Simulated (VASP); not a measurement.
# W (Im-3m) in VASP: single point with r2SCAN

Aim: the single point of W with r2SCAN.

All numbers are computed with VASP 6.6.1; they aren't measurements. Logs are shortened: lines on timing, memory, paths and dates and some standing lists are left out, and cuts for length are marked.

**1. The cell of the first run**

Symmetry: Im-3m, No. 229, cubic system. The conventional cell has a = 3.160 Å, b = 3.160 Å, c = 3.160 Å, α = 90.00°, β = 90.00°, γ = 90.00°. Within 3.6 Å of W (site symmetry m-3m) lie 14 W at 2.74 to 3.16 Å.

**2. Single point, r2SCAN**

Input file POSCAR:

```
W
1.0
   -1.5799983977      1.5799983977      1.5799983977
    1.5799983977     -1.5799983977      1.5799983977
    1.5799983977      1.5799983977     -1.5799983977
W
1
Direct
    0.0000000000      0.0000000000      0.0000000000
```

Input file INCAR.step1:

```
PREC = Accurate
ENCUT = 520
ISMEAR = 0
SIGMA = 0.05
LREAL = False
LASPH = True
NELM = 60
NBANDS = 13
GGA = PE
ALGO = Normal
EDIFF = 1E-4
LWAVE = True
LCHARG = False
```

Input file INCAR.step2:

```
PREC = Accurate
ENCUT = 520
EDIFF = 1E-6
ISMEAR = 0
SIGMA = 0.05
LREAL = False
LASPH = True
NELM = 60
ALGO = Normal
ISIF = 2
LWAVE = False
LCHARG = False
METAGGA = R2SCAN
LMIXTAU = True
NBANDS = 13
ISTART = 1
```

Input file KPOINTS:

```
regular mesh
0
Gamma
  16 16 16
```

Potentials or basis: VASP PAW PBE potentials, release 64 (W_sv).

On the command line:

```bash
> cat potpaw_PBE.64/W_sv/POTCAR > POTCAR
> cp INCAR.step1 INCAR
> mpirun -np 1 vasp_std > vasp.out
> cp INCAR.step2 INCAR
> mpirun -np 1 vasp_std > vasp.out
```

OUTCAR:

```text
PREC = Accurate
   ENCUT = 520
   EDIFF = 1E-6
   ISMEAR = 0
   LREAL = False
   LASPH = True
   NELM = 60
   ISIF = 2
   METAGGA = R2SCAN
   ISTART = 1

 ion  position               nearest neighbor table
   1  0.000  0.000  0.000-

  LATTYP: Found a body centered cubic cell.
 ALAT       =     3.1599967954

  Lattice vectors:

 A1 = (  -1.5799983977,   1.5799983977,   1.5799983977)
 A2 = (   1.5799983977,  -1.5799983977,   1.5799983977)
 A3 = (   1.5799983977,   1.5799983977,  -1.5799983977)

Analysis of symmetry for initial positions (statically):
=====================================================================
 Subroutine PRICEL returns:
 Original cell was already a primitive cell.

 Routine SETGRP: Setting up the symmetry group for a
 body centered cubic supercell.

 Subroutine GETGRP returns: Found 48 space group operations
 (whereof 48 operations were pure point group operations)
 out of a pool of 48 trial point group operations.

The static configuration has the point symmetry O_h .

Analysis of symmetry for dynamics (positions and initial velocities):
=====================================================================
 Subroutine PRICEL returns:
 Original cell was already a primitive cell.

 Routine SETGRP: Setting up the symmetry group for a
 body centered cubic supercell.

 Subroutine GETGRP returns: Found 48 space group operations
 (whereof 48 operations were pure point group operations)
 out of a pool of 48 trial point group operations.

The dynamic configuration has the point symmetry O_h .

 Subroutine INISYM returns: Found 48 space group operations
 (whereof 48 operations are pure point group operations),
 and found     1 'primitive' translations

----------------------------------------------------------------------------------------

                                     Primitive cell

  volume of cell :      15.7772

  direct lattice vectors                    reciprocal lattice vectors
    -1.579998398  1.579998398  1.579998398     0.000000000  0.316456017  0.316456017
     1.579998398 -1.579998398  1.579998398     0.316456017  0.000000000  0.316456017
     1.579998398  1.579998398 -1.579998398     0.316456017  0.316456017  0.000000000

  length of vectors
     2.736637501  2.736637501  2.736637501     0.447536391  0.447536391  0.447536391

  position of ions in fractional coordinates (direct lattice)
[... 83 lines left out ...]
   ISIF   =      2    stress and relaxation
   ISYM   =      2    0-nonsym 1-usesym 2-fastsym
   POTIM  = 0.5000    time-step for ionic-motion
   TEBEG  =    0.0;   TEEND  =   0.0 temperature during run
   PSTRESS=    0.0 pullay stress
   NELECT =      14.0000    total number of electrons
   NUPDOWN=      -1.0000    fix difference up-down
   EMIN   =  10.00;   EMAX   =-10.00  energy-range for DOS
   EFERMI =   0.00;   METHOD = LEGACY
   ISMEAR =     0;   SIGMA  =   0.05  broadening in eV -4-tet -1-fermi 0-gaus
   EFERMI_NEDOS =   21; number of points for ismear=-14 and -15
   IALGO  =     38    algorithm
   IMIX   =      4    mixing-type and parameters
     AMIX     =   0.40;   BMIX     =  1.00
     AMIX_MAG =   1.60;   BMIX_MAG =  1.00
  volume/ion in A,a.u.               =      15.78       106.47
  Fermi-wavevector in a.u.,A,eV,Ry     =   1.573165  2.972850 33.672341  2.474847
  Thomas-Fermi vector in A             =   2.674490
   LORBIT       =      0    0 simple, 1 ext, 2 COOP (PROOUT), +10 PAW based schemes
   METAGGA = R2SCAN    functional components
   LHFCALC =     F    Hartree Fock is set to
   AEXX    =    0.0000 exact exchange contribution
   IVDW    =     0    specifies the selected vdW correction
   LEPSILON=     F    determine dielectric tensor
   LRPA    =     F    only Hartree local field effects (RPA)
 non-spin polarized calculation
 Gauss-broadening in eV      SIGMA  =   0.05
  energy-cutoff  :      520.00
  volume of cell :       15.78
 maximum number of plane-waves:       438
   NGX = 11   NGY = 11   NGZ = 11

 number of electron      14.0000004 magnetization

 Free energy of the ion-electron system (eV)
  ---------------------------------------------------
  ext. energy  EPLUGINS =         0.00000000
  ---------------------------------------------------
  free energy    TOTEN  =       -51.35157917 eV

  energy without entropy =      -51.35042075  energy(sigma->0) =      -51.35099996

 E-fermi :  11.3966     XC(G=0): -14.9909

 val. band max:       11.3642072419   @ k =   0.4375   0.0000   0.0000
 cond. band min:      11.4001204856   @ k =  -0.3125   0.3125   0.1875
 fundamental gap:      0.0359132437
 Fermi energy:        11.3965504593

 k-point     1 :       0.0000    0.0000    0.0000
  band No.  band energies     occupation
      1     -64.7535      2.00000
      2     -27.6052      2.00000
      3     -27.6052      2.00000
      4     -27.6052      2.00000
      5       1.2025      2.00000
      6      10.0668      2.00000
      7      10.0668      2.00000
      8      10.0668      2.00000
      9      13.9289      0.00000
     10      13.9289      0.00000
     11      26.6278      0.00000
     12      26.6278      0.00000
     13      26.6278      0.00000
[... 354 lines left out ...]
  band No.  band energies     occupation
      1     -64.6168      2.00000
      2     -28.7018      2.00000
      3     -28.0599      2.00000
      4     -27.7252      2.00000
      5       5.7147      2.00000
      6       8.0540      2.00000
      7       8.8726      2.00000
      8      13.1147      0.00000
      9      14.7938      0.00000
     10      16.8852      0.00000
     11      24.5490      0.00000
     12      27.3278      0.00000
     13      29.4221      0.00000

 [... further k-points ...]

------------------------ aborting loop because EDIFF is reached ----------------------------------------

  FORCE on cell =-STRESS in cart. coord.  units (eV):
  Direction    XX          YY          ZZ          XY          YZ          ZX
  --------------------------------------------------------------------------------------
  -------------------------------------------------------------------------------------
  Total        0.3771531      0.3771531      0.3771531      0.0000000      0.0000000     -0.0000000
  in kB       38.2999583     38.2999583     38.2999583      0.0000000      0.0000000     -0.0000000
  external PRESSURE =      38.2999583 kB  Pullay stress =       0.0000000 kB

 VOLUME and BASIS-vectors are now :
 -----------------------------------------------------------------------------
  energy-cutoff  :      520.00
  volume of cell :       15.78
      direct lattice vectors                 reciprocal lattice vectors
    -1.579998398  1.579998398  1.579998398     0.000000000  0.316456017  0.316456017
     1.579998398 -1.579998398  1.579998398     0.316456017  0.000000000  0.316456017
     1.579998398  1.579998398 -1.579998398     0.316456017  0.316456017  0.000000000

 POSITION                                       TOTAL-FORCE (eV/Angst)
 -----------------------------------------------------------------------------------
      0.00000      0.00000      0.00000         0.000000     -0.000000      0.000000
 -----------------------------------------------------------------------------------
    total drift:                                0.000000      0.000000      0.000000

  FREE ENERGIE OF THE ION-ELECTRON SYSTEM (eV)
  ---------------------------------------------------
  free  energy   TOTEN  =       -51.3515791727 eV

  energy  without entropy=      -51.3504207457  energy(sigma->0) =      -51.35099996
```

OUTCAR.step1:

```text
PREC = Accurate
   ENCUT = 520
   ISMEAR = 0
   LREAL = False
   LASPH = True
   NELM = 60
[... 598 lines left out ...]

 POSITION                                       TOTAL-FORCE (eV/Angst)
 -----------------------------------------------------------------------------------
      0.00000      0.00000      0.00000         0.000000      0.000000      0.000000
 -----------------------------------------------------------------------------------
    total drift:                                0.000000     -0.000000      0.000000

  FREE ENERGIE OF THE ION-ELECTRON SYSTEM (eV)
  ---------------------------------------------------
  free  energy   TOTEN  =       -12.9484579232 eV

  energy  without entropy=      -12.9475292612  energy(sigma->0) =      -12.94799359
```

OSZICAR.step1:

```text
N       E                     dE             d eps       ncg     rms          rms(c)
DAV:   1     0.830279352963E+02    0.83028E+02   -0.74162E+03  3799   0.122E+03
DAV:   2    -0.119982750372E+02   -0.95026E+02   -0.91530E+02  4315   0.315E+02
DAV:   3    -0.135593967814E+02   -0.15611E+01   -0.15564E+01  4100   0.391E+01
DAV:   4    -0.135656537872E+02   -0.62570E-02   -0.62568E-02  4230   0.271E+00
DAV:   5    -0.135657057602E+02   -0.51973E-04   -0.51973E-04  4120   0.235E-01    0.211E+01
DAV:   6    -0.130802607942E+02    0.48544E+00   -0.40037E-01  3945   0.852E+00    0.852E+00
DAV:   7    -0.129520792640E+02    0.12818E+00   -0.21949E-01  4135   0.601E+00    0.658E-01
DAV:   8    -0.129487076215E+02    0.33716E-02   -0.50534E-03  3850   0.945E-01    0.177E-01
DAV:   9    -0.129484659195E+02    0.24170E-03   -0.21365E-04  4275   0.185E-01    0.356E-02
DAV:  10    -0.129484579232E+02    0.79963E-05   -0.22919E-05  1935   0.660E-02
   1 F= -.12948458E+02 E0= -.12947994E+02  d E =-.928662E-03
```

Wall time 1.8 min (1 thread of Intel Xeon 8259CL, shared host); peak memory 0.15 GiB.

What came out:

* Free energy: -51.3516 eV
* Pressure: 3.8 GPa
* Band gap on the k mesh: zero (bands 7 and 8 overlap by 6.66 eV)

Levels at points of the mesh, in eV from the Fermi level:
```tsv
k point	band 5	band 6	band 7	band 8	band 9	band 10
(0.00, 0.00, 0.00)	-10.19	-1.33	-1.33	-1.33	2.53	2.53
(0.50, 0.00, 0.00)	-6.63	-3.81	0.51	2.37	3.43	6.34
(0.50, 0.50, 0.50)	-6.10	-6.10	5.33	5.33	5.33	8.55
```

Caveat: the cell stands under pressure; the PAW data sets were made with another functional, which shifts forces and pressure a little; spin-orbit coupling is left out, which moves the levels of the heavy elements.
